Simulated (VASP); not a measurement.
Write the native input for VASP 6.6.1 that does the following.

```
Task                   : single point
Functional             : LDA
Potentials or basis    : VASP PAW LDA potentials, release 64 (Te, Mo_sv)
Cutoff                 : 520 eV
k mesh                 : 3 × 6 × 2
Occupations            : fermi-dirac, width 0.05 eV
Spin                   : no spin polarisation
Dipole correction      : no
Further INCAR settings : ALGO = Normal; EDIFF = 1e-06; NBANDS = 64
```

The structure of Te2Mo lies in POSCAR:

```
Te2Mo
1.0
    6.3013070717      0.0000000000     -0.1007957822
    0.0000000000      3.4337831768      0.0000000000
   -0.7810691270      0.0000000000     13.3437783702
Te Mo
8 4
Direct
    0.0531719605      0.5000000000      0.3946318385
    0.9467974153      0.0000000000      0.6053557100
    0.5556995575      0.0000000000      0.3477855077
    0.4442723698      0.5000000000      0.6522045896
    0.0989755420      0.0000000000      0.1528011811
    0.9010524340      0.5000000000      0.8472085300
    0.5890329556      0.5000000000      0.1052061186
    0.4109975274      0.0000000000      0.8948058230
    0.3191360309      0.0000000000      0.5060832301
    0.6808334124      0.5000000000      0.4939067415
    0.1823805938      0.5000000000      0.0073293079
    0.8176491907      0.0000000000      0.9926804120
```

One way to write it, as run:

INCAR

```
ALGO = Normal ; EDIFF = 1E-6
ENCUT = 520 ; ISIF = 2
ISMEAR = -1 ; LASPH = T
LCHARG = T ; LELF = T
LREAL = F ; LVHAR = T
LWAVE = F ; NBANDS = 64
NELM = 80 ; PREC = Accurate
SIGMA = 0.05
```

KPOINTS

```
k-points
0
Gamma
  3 6 2
```

Potentials or basis: VASP PAW LDA potentials, release 64 (Te, Mo_sv).

Run with:

```console
$ cat potpaw_LDA.64/Te/POTCAR potpaw_LDA.64/Mo_sv/POTCAR > POTCAR
$ mpirun -np 1 vasp_std > vasp.out
```

Results of the run:

| Quantity | Value |
| --- | --- |
| Pressure | 0.3 GPa |
| Largest force | 0.064 eV/Å |
| Band gap on the k mesh | zero (bands 52 and 53 overlap by 0.36 eV) |

Caveat: spin-orbit coupling is left out, which moves the levels of the heavy elements.

It took 8.3 min on 1 thread of AMD EPYC 7R43 64-Core Processor (Zen 3), on a shared host, peak memory 0.39 GiB.
